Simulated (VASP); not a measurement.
# CaF2 (Fm-3m) in VASP: a series of runs

Runs on CaF2. Level: LDA. Tasks: relaxation of cell and atoms.

Everything below comes from runs of VASP 6.6.1. Logs are shortened: lines on timing, memory, paths and dates and some standing lists are left out, and cuts for length are marked.

## 1. The cell of the first run

The structure is cubic, space group Fm-3m (No. 225). Conventional cell: a = 5.326 Å, b = 5.326 Å, c = 5.326 Å, α = 90.00°, β = 90.00°, γ = 90.00°. Ca (site symmetry m-3m) has 8 F at 2.31 Å within 3.0 Å. Within 3.0 Å of F (site symmetry -43m) lie 4 Ca at 2.31 Å and 6 F at 2.66 Å.

## 2. Relaxation of cell and atoms, LDA, target pressure 1 GPa, at which the enthalpy is minimised

INCAR reads:

```
SYSTEM = CaF2
ALGO     = Normal         ! electronic algorithm
EDIFF    = 1E-7           ! SCF threshold, eV
EDIFFG   = -0.002         ! ionic threshold
ENCUT    = 600            ! plane-wave cutoff, eV
GGA_COMPAT= .False.      
IBRION   = 2              ! ionic algorithm
ISIF     = 3              ! what is computed and relaxed
ISMEAR   = 0              ! smearing method
LASPH    = .True.         ! aspherical terms in the spheres
LCHARG   = .False.        ! write CHGCAR
LREAL    = .False.        ! projectors in reciprocal space
LWAVE    = .False.        ! write WAVECAR
NELM     = 120            ! most SCF steps
NELMIN   = 4            
NSW      = 100            ! ionic steps
PREC     = Accurate       ! precision mode
PSTRESS  = 10.0         
SIGMA    = 0.01           ! smearing width, eV
```

KPOINTS reads:

```
k-points
0
Gamma
  6 6 6
  0 0 0
```

POSCAR reads:

```
CaF2
1.0
    0.0000000000      2.6630867131      2.6630867131
    2.6630867131      0.0000000000      2.6630867131
    2.6630867131      2.6630867131      0.0000000000
Ca F
1 2
Direct
    0.0000000000      0.0000000000      0.0000000000
    0.2500000000      0.2500000000      0.2500000000
    0.7500000000      0.7500000000      0.7500000000
```

Potentials or basis: VASP PAW LDA potentials, release 64 (Ca_sv, F).

Launch:

```console
$ cat potpaw_LDA.64/Ca_sv/POTCAR potpaw_LDA.64/F/POTCAR > POTCAR
$ mpirun -np 1 vasp_std > vasp.out
```

OUTCAR:

```text
SYSTEM = CaF2
   EDIFF = 1E-7
   EDIFFG = -0.002
   ENCUT = 600
   IBRION = 2
   ISIF = 3
   ISMEAR = 0
   LASPH = .True.
   LREAL = .False.
   NELM = 120
   NELMIN = 4
   NSW = 100
   PREC = Accurate
   PSTRESS = 10.0

 ion  position               nearest neighbor table
   1  0.000  0.000  0.000-   3 2.31   3 2.31   3 2.31   2 2.31   2 2.31   2 2.31   3 2.31   2 2.31

   2  0.250  0.250  0.250-   1 2.31   1 2.31   1 2.31   1 2.31
   3  0.750  0.750  0.750-   1 2.31   1 2.31   1 2.31   1 2.31

  LATTYP: Found a face centered cubic cell.
 ALAT       =     5.3261734262

  Lattice vectors:

 A1 = (   0.0000000000,   2.6630867131,   2.6630867131)
 A2 = (   2.6630867131,   0.0000000000,   2.6630867131)
 A3 = (   2.6630867131,   2.6630867131,   0.0000000000)

Analysis of symmetry for initial positions (statically):
=====================================================================
 Subroutine PRICEL returns:
 Original cell was already a primitive cell.

 Routine SETGRP: Setting up the symmetry group for a
 face centered cubic supercell.

 Subroutine GETGRP returns: Found 48 space group operations
 (whereof 48 operations were pure point group operations)
 out of a pool of 48 trial point group operations.

The static configuration has the point symmetry O_h .

Analysis of symmetry for dynamics (positions and initial velocities):
=====================================================================
 Subroutine PRICEL returns:
 Original cell was already a primitive cell.

 Routine SETGRP: Setting up the symmetry group for a
 face centered cubic supercell.

 Subroutine GETGRP returns: Found 48 space group operations
 (whereof 48 operations were pure point group operations)
 out of a pool of 48 trial point group operations.

The dynamic configuration has the point symmetry O_h .

 Subroutine INISYM returns: Found 48 space group operations
 (whereof 48 operations are pure point group operations),
 and found     1 'primitive' translations

----------------------------------------------------------------------------------------

                                     Primitive cell

  volume of cell :      37.7734

  direct lattice vectors                    reciprocal lattice vectors
     0.000000000  2.663086713  2.663086713    -0.187752054  0.187752054  0.187752054
     2.663086713  0.000000000  2.663086713     0.187752054 -0.187752054  0.187752054
     2.663086713  2.663086713  0.000000000     0.187752054  0.187752054 -0.187752054

  length of vectors
     3.766173347  3.766173347  3.766173347     0.325196097  0.325196097  0.325196097

  position of ions in fractional coordinates (direct lattice)
     0.000000000  0.000000000  0.000000000
     0.250000000  0.250000000  0.250000000
     0.750000000  0.750000000  0.750000000

  ion indices of the primitive-cell ions
   primitive index   ion index
                 1           1
                 2           2
                 3           3

----------------------------------------------------------------------------------------

 KPOINTS: k-points

Automatic generation of k-mesh.
 Grid dimensions read from file:
 generate k-points for:    6    6    6

 Generating k-lattice:

  Cartesian coordinates                     Fractional coordinates (reciprocal lattice)
    -0.031292009  0.031292009  0.031292009     0.166666667  0.000000000  0.000000000
     0.031292009 -0.031292009  0.031292009     0.000000000  0.166666667  0.000000000
     0.031292009  0.031292009 -0.031292009     0.000000000  0.000000000  0.166666667

  Length of vectors
     0.054199349  0.054199349  0.054199349

  Shift w.r.t. Gamma in fractional coordinates (k-lattice)
     0.000000000  0.000000000  0.000000000

 Subroutine IBZKPT returns following result:
 ===========================================

 Found     16 irreducible k-points:

 Following reciprocal coordinates:
            Coordinates               Weight
  0.000000  0.000000  0.000000      1.000000
  0.166667  0.000000  0.000000      8.000000
  0.333333  0.000000  0.000000      8.000000
  0.500000  0.000000  0.000000      4.000000
  0.166667  0.166667  0.000000      6.000000
  0.333333  0.166667  0.000000     24.000000
[... 8 lines left out ...]
 -0.333333  0.333333  0.166667     24.000000
 -0.333333  0.500000  0.166667     12.000000
   k-points           NKPTS =     16   k-points in BZ     NKDIM =     16   number of bands    NBANDS=     16
   number of dos      NEDOS =    301   number of ions     NIONS =      3
   total plane-waves  NPLWV =  27000
   dimension x,y,z NGX =    30 NGY =   30 NGZ =   30
   dimension x,y,z NGXF=    60 NGYF=   60 NGZF=   60
   ions per type =               1   2
   NGX,Y,Z   is equivalent  to a cutoff of  13.24, 13.24, 13.24 a.u.
   NGXF,Y,Z  is equivalent  to a cutoff of  26.49, 26.49, 26.49 a.u.
 SYSTEM =  CaF2
   PREC   = accura    normal or accurate (medium, high low for compatibility)
   ISTART =      0    job   : 0-new  1-cont  2-samecut
   ICHARG =      2    charge: 1-file 2-atom 10-const
   ISPIN  =      1    spin polarized calculation?
   LNONCOLLINEAR =      F non collinear calculations
   LSORBIT =      F    spin-orbit coupling
   LASPH  =      T    aspherical Exc in radial PAW
   ENCUT  =  600.0 eV  44.10 Ry    6.64 a.u.   7.52  7.52  7.52*2*pi/ulx,y,z
   NELM   =    120;   NELMIN=  4; NELMDL= -5     # of ELM steps
   EDIFF  = 0.1E-06   stopping-criterion for ELM
   LREAL  =      F    real-space projection
   EDIFFG = -.2E-02   stopping-criterion for IOM
   NSW    =    100    number of steps for IOM
   IBRION =      2    ionic relax: 0-MD 1-quasi-New 2-CG
   NFREE  =      1    steps in history (QN), initial steepest desc. (CG)
   ISIF   =      3    stress and relaxation
   ISYM   =      2    0-nonsym 1-usesym 2-fastsym
   POTIM  = 0.5000    time-step for ionic-motion
   TEBEG  =    0.0;   TEEND  =   0.0 temperature during run
   PSTRESS=   10.0 pullay stress
   NELECT =      24.0000    total number of electrons
   NUPDOWN=      -1.0000    fix difference up-down
   EMIN   =  10.00;   EMAX   =-10.00  energy-range for DOS
   EFERMI =   0.00;   METHOD = LEGACY
   ISMEAR =     0;   SIGMA  =   0.01  broadening in eV -4-tet -1-fermi 0-gaus
   EFERMI_NEDOS =   21; number of points for ismear=-14 and -15
   IALGO  =     38    algorithm
   IMIX   =      4    mixing-type and parameters
     AMIX     =   0.40;   BMIX     =  1.00
     AMIX_MAG =   1.60;   BMIX_MAG =  1.00
  volume/ion in A,a.u.               =      12.59        84.97
  Fermi-wavevector in a.u.,A,eV,Ry     =   1.407397  2.659595 26.949960  1.980766
  Thomas-Fermi vector in A             =   2.529660
   LORBIT       =      0    0 simple, 1 ext, 2 COOP (PROOUT), +10 PAW based schemes
   GGA     = CA    functional components
   LHFCALC =     F    Hartree Fock is set to
   AEXX    =    0.0000 exact exchange contribution
   IVDW    =     0    specifies the selected vdW correction
   LEPSILON=     F    determine dielectric tensor
   LRPA    =     F    only Hartree local field effects (RPA)
 conjugate gradient relaxation of ions
 non-spin polarized calculation
 Gauss-broadening in eV      SIGMA  =   0.01
  energy-cutoff  :      600.00
  volume of cell :       37.77
 maximum number of plane-waves:      1283
   NGX = 15   NGY = 15   NGZ = 15

--------------------------------------- Ionic step        1  -------------------------------------------

 number of electron      23.9999999 magnetization

 Free energy of the ion-electron system (eV)
  ---------------------------------------------------
  ext. energy  EPLUGINS =         0.00000000
  ---------------------------------------------------
  free energy    TOTEN  =       -19.01102153 eV

  energy without entropy =      -19.01102153  energy(sigma->0) =      -19.01102153

------------------------ aborting loop because EDIFF is reached ----------------------------------------

  FORCE on cell =-STRESS in cart. coord.  units (eV):
  Direction    XX          YY          ZZ          XY          YZ          ZX
  --------------------------------------------------------------------------------------
  -------------------------------------------------------------------------------------
  Total        0.1138441      0.1138441      0.1138441      0.0000000      0.0000000      0.0000000
  in kB        4.8287550      4.8287550      4.8287550      0.0000000      0.0000000      0.0000000
  external PRESSURE =      -5.1712450 kB  Pullay stress =      10.0000000 kB

 VOLUME and BASIS-vectors are now :
 -----------------------------------------------------------------------------
  energy-cutoff  :      600.00
  volume of cell :       37.77
      direct lattice vectors                 reciprocal lattice vectors
     0.000000000  2.663086713  2.663086713    -0.187752054  0.187752054  0.187752054
     2.663086713  0.000000000  2.663086713     0.187752054 -0.187752054  0.187752054
     2.663086713  2.663086713  0.000000000     0.187752054  0.187752054 -0.187752054
[... 48 lines left out ...]
  FREE ENERGIE OF THE ION-ELECTRON SYSTEM (eV)
  ---------------------------------------------------
  free  energy   TOTEN  =       -19.0099606700 eV

  energy  without entropy=      -19.0099606700  energy(sigma->0) =      -19.00996067

  enthalpy is  TOTEN    =       -18.7755818051 eV   P V=        0.2343788649

--------------------------------------- Ionic step        3  -------------------------------------------

 number of electron      24.0000002 magnetization

 Free energy of the ion-electron system (eV)
  ---------------------------------------------------
  ext. energy  EPLUGINS =         0.00000000
  ---------------------------------------------------
  free energy    TOTEN  =       -19.01011899 eV

  energy without entropy =      -19.01011899  energy(sigma->0) =      -19.01011899

 E-fermi :  -0.7733     XC(G=0): -10.7822

 val. band max:       -0.9006223993   @ k =   0.5000   0.5000   0.0000
 cond. band min:       6.4878973504   @ k =   0.0000   0.0000   0.0000
 fundamental gap:      7.3885197497
 Fermi energy:        -0.7732818562

 k-point     1 :       0.0000    0.0000    0.0000
  band No.  band energies     occupation
      1     -35.9681      2.00000
      2     -20.6383      2.00000
      3     -19.6867      2.00000
      4     -17.2053      2.00000
      5     -17.2053      2.00000
      6     -17.2053      2.00000
[... 8 lines left out ...]
     15       8.4250      0.00000
     16      10.9427      0.00000
[... 305 lines left out ...]
 POSITION                                       TOTAL-FORCE (eV/Angst)
 -----------------------------------------------------------------------------------
      0.00000      0.00000      0.00000         0.000000      0.000000      0.000000
      1.32922      1.32922      1.32922        -0.000000     -0.000000     -0.000000
      3.98766      3.98766      3.98766         0.000000      0.000000      0.000000
 -----------------------------------------------------------------------------------
    total drift:                                0.000000     -0.000000      0.000000

  FREE ENERGIE OF THE ION-ELECTRON SYSTEM (eV)
  ---------------------------------------------------
  free  energy   TOTEN  =       -19.0101189858 eV

  energy  without entropy=      -19.0101189858  energy(sigma->0) =      -19.01011899

  enthalpy is  TOTEN    =       -18.7755878848 eV   P V=        0.2345311011

 reached required accuracy - stopping structural energy minimisation
```

Run time: 27 s. Hardware: 1 thread of Intel Xeon 8259CL, shared host; peak memory 0.16 GiB.

What came out:

```
Free energy                                                : -19.0101 eV
Relaxed volume                                             : 12.53 Å³/atom
Relaxed cell                                               : a = 3.760 Å, b = 3.760 Å, c = 3.760 Å, α = 60.00°, β = 60.00°, γ = 60.00°
Space group after relaxing (to 0.1 Å)                      : Fm-3m (No. 225)
Energy change on relaxing (the run minimises the enthalpy) : +0.3 meV/atom
Ionic steps                                                : 3
Pressure after relaxing                                    : 1.0 GPa
Band gap on the k mesh                                     : 7.39 eV (least direct gap 7.66 eV)
```

The path:
| step | energy change (eV) | largest force (eV/Å) | pressure (GPa) | volume (Å³) |
| --- | --- | --- | --- | --- |
| 1 | 0.0000 | 0.0000 | 0.48 | 37.77 |
| 2 | 0.0011 | 0.0000 | 1.07 | 37.55 |
| 3 | 0.0009 | 0.0000 | 1.01 | 37.58 |

Final structure:
```xyz
3
Lattice="0.0000 2.6584 2.6584 2.6584 0.0000 2.6584 2.6584 2.6584 0.0000" Properties=species:S:1:pos:R:3 pbc="T T T"
Ca    0.0000    0.0000    0.0000
F     1.3292    1.3292    1.3292
F     3.9877    3.9877    3.9877
```

Levels at points of the mesh, in eV from the valence-band top:
```tsv
k point	band 9	band 10	band 11	band 12	band 13	band 14	band 15	band 16
(0.00, 0.00, 0.00)	-2.44	-0.27	-0.27	-0.27	7.39	9.33	9.33	11.84
(0.50, 0.00, 0.00)	-1.43	-1.37	-0.90	-0.90	9.60	9.60	10.19	10.70
(0.50, 0.50, 0.00)	-1.79	-0.43	-0.43	0.00	8.07	9.90	10.44	11.38
```

Caveat: the cell is relaxed towards a set pressure, so the run minimises the enthalpy, not the energy. LDA usually gives volumes a few per cent too small.

## 3. Relaxation of cell and atoms, LDA, target pressure 2 GPa, at which the enthalpy is minimised

INCAR reads:

```
ALGO = Normal
EDIFF = 1E-7
EDIFFG = -0.002
ENCUT = 600
GGA_COMPAT = False
IBRION = 2
ISIF = 3
ISMEAR = 0
LASPH = True
LCHARG = False
LREAL = False
LWAVE = False
NELM = 120
NELMIN = 4
NSW = 100
PREC = Accurate
PSTRESS = 20.0
SIGMA = 0.01
```

KPOINTS reads:

```
k-points
0
Gamma
  6 6 6
```

POSCAR is that of step 2.

Potentials or basis: VASP PAW LDA potentials, release 64 (Ca_sv, F).

Launch:

```console
$ cat potpaw_LDA.64/Ca_sv/POTCAR potpaw_LDA.64/F/POTCAR > POTCAR
$ mpirun -np 1 vasp_std > vasp.out
```

Wall time 30 s (1 thread of Intel Xeon 8259CL, shared host); peak memory 0.16 GiB.

Results (log left out):

```
Free energy                                                : -19.0069 eV
Relaxed volume                                             : 12.41 Å³/atom
Relaxed cell                                               : a = 3.748 Å, b = 3.748 Å, c = 3.748 Å, α = 60.00°, β = 60.00°, γ = 60.00°
Space group after relaxing (to 0.1 Å)                      : Fm-3m (No. 225)
Energy change on relaxing (the run minimises the enthalpy) : +1.4 meV/atom
Ionic steps                                                : 3
Pressure after relaxing                                    : 2.0 GPa
Band gap on the k mesh                                     : 7.45 eV (least direct gap 7.72 eV)
```

Step by step:
| step | energy change (eV) | largest force (eV/Å) | pressure (GPa) | volume (Å³) |
| --- | --- | --- | --- | --- |
| 1 | 0.0000 | 0.0000 | 0.48 | 37.77 |
| 2 | 0.0056 | 0.0000 | 2.32 | 37.13 |
| 3 | 0.0041 | 0.0000 | 2.00 | 37.23 |

Final structure:
```yaml
crystal:
  lattice:
    - [0.00000, 2.65027, 2.65027]
    - [2.65027, 0.00000, 2.65027]
    - [2.65027, 2.65027, 0.00000]
  atoms:
    - { symbol: Ca, position: [0.00000, 0.00000, 0.00000] }
    - { symbol: F, position: [0.25000, 0.25000, 0.25000] }
    - { symbol: F, position: [0.75000, 0.75000, 0.75000] }
```

Levels at points of the mesh, in eV from the valence-band top:
| k point | band 10 | band 11 | band 12 | band 13 | band 14 | band 15 |
| --- | --- | --- | --- | --- | --- | --- |
| (0.00, 0.00, 0.00) | -0.27 | -0.27 | -0.27 | 7.45 | 9.36 | 9.36 |
| (0.50, 0.00, 0.00) | -1.39 | -0.91 | -0.91 | 9.63 | 9.63 | 10.25 |
| (0.50, 0.50, 0.00) | -0.44 | -0.44 | 0.00 | 8.09 | 9.95 | 10.49 |

Caveat: the cell is relaxed towards a set pressure, so the run minimises the enthalpy, not the energy. LDA usually gives volumes a few per cent too small.

## 4. Relaxation of cell and atoms, LDA, target pressure 4 GPa, at which the enthalpy is minimised

INCAR reads:

```
SYSTEM = CaF2
PREC     = Accurate       ! precision mode
ENCUT    = 600            ! plane-wave cutoff, eV
EDIFF    = 1E-7           ! SCF threshold, eV
ISMEAR   = 0              ! smearing method
SIGMA    = 0.01           ! smearing width, eV
LREAL    = .False.        ! projectors in reciprocal space
LASPH    = .True.         ! aspherical terms in the spheres
NELM     = 120            ! most SCF steps
ALGO     = Normal         ! electronic algorithm
ISIF     = 3              ! what is computed and relaxed
LWAVE    = .False.        ! write WAVECAR
LCHARG   = .False.        ! write CHGCAR
IBRION   = 2              ! ionic algorithm
NSW      = 100            ! ionic steps
EDIFFG   = -0.002         ! ionic threshold
PSTRESS  = 40.0         
GGA_COMPAT= .False.      
NELMIN   = 4
```

KPOINTS reads:

```
regular mesh
0
Gamma
  6 6 6
  0 0 0
```

POSCAR is that of step 3.

Launch:

```console
$ cat potpaw_LDA.64/Ca_sv/POTCAR potpaw_LDA.64/F/POTCAR > POTCAR
$ mpirun -np 1 vasp_std > vasp.out
```

Wall time 31 s (1 thread of Intel Xeon 8259CL, shared host); peak memory 0.16 GiB.

Results (log left out):

```
Free energy                                                : -18.9949 eV
Relaxed volume                                             : 12.20 Å³/atom
Relaxed cell                                               : a = 3.726 Å, b = 3.726 Å, c = 3.726 Å, α = 60.00°, β = 60.00°, γ = 60.00°
Space group after relaxing (to 0.1 Å)                      : Fm-3m (No. 225)
Energy change on relaxing (the run minimises the enthalpy) : +5.4 meV/atom
Ionic steps                                                : 3
Pressure after relaxing                                    : 4.0 GPa
Band gap on the k mesh                                     : 7.56 eV (least direct gap 7.83 eV)
```

The path:
| step | energy change (eV) | largest force (eV/Å) | pressure (GPa) | volume (Å³) |
| --- | --- | --- | --- | --- |
| 1 | 0.0000 | 0.0000 | 0.48 | 37.77 |
| 2 | 0.0247 | 0.0000 | 5.03 | 36.28 |
| 3 | 0.0161 | 0.0000 | 4.01 | 36.59 |

Final structure:
```cif
data_structure
_symmetry_space_group_name_H-M 'P 1'
_symmetry_Int_Tables_number 1
_cell_length_a 3.7263
_cell_length_b 3.7263
_cell_length_c 3.7263
_cell_angle_alpha 60.000
_cell_angle_beta 60.000
_cell_angle_gamma 60.000
_cell_volume 36.59
loop_
_atom_site_label
_atom_site_type_symbol
_atom_site_fract_x
_atom_site_fract_y
_atom_site_fract_z
_atom_site_occupancy
Ca1 Ca 0.00000 0.00000 0.00000 1
F1 F 0.25000 0.25000 0.25000 1
F2 F 0.75000 0.75000 0.75000 1
```

Levels at points of the mesh, in eV from the valence-band top:
```
           k point  band 9  band 10  band 11  band 12  band 13  band 14  band 15  band 16
(0.00, 0.00, 0.00)   -2.54    -0.28    -0.28    -0.28     7.56     9.42     9.42    12.06
(0.50, 0.00, 0.00)   -1.46    -1.41    -0.92    -0.92     9.71     9.71    10.37    10.83
(0.50, 0.50, 0.00)   -1.82    -0.45    -0.45     0.00     8.14    10.06    10.58    11.56
```

Caveat: the cell is relaxed towards a set pressure, so the run minimises the enthalpy, not the energy.

## 5. The runs side by side

| cell | gap on the mesh (eV) | pressure (GPa) |
| --- | --- | --- |
| relaxed to 1 GPa | 7.39 | 1.0 |
| relaxed to 2 GPa | 7.45 | 2.0 |
| relaxed to 4 GPa | 7.56 | 4.0 |

Alike in all rows: task relaxation of cell and atoms; level LDA; potentials or basis VASP PAW LDA potentials, release 64 (Ca_sv, F); no spin polarisation; k mesh 6 × 6 × 6; cutoff (eV) 600; smearing gaussian 0.01 eV.

Caveats: the cell is relaxed towards a set pressure, so the run minimises the enthalpy, not the energy.

Total energies depend on the potentials used, so only differences within one code and one set of settings carry meaning.
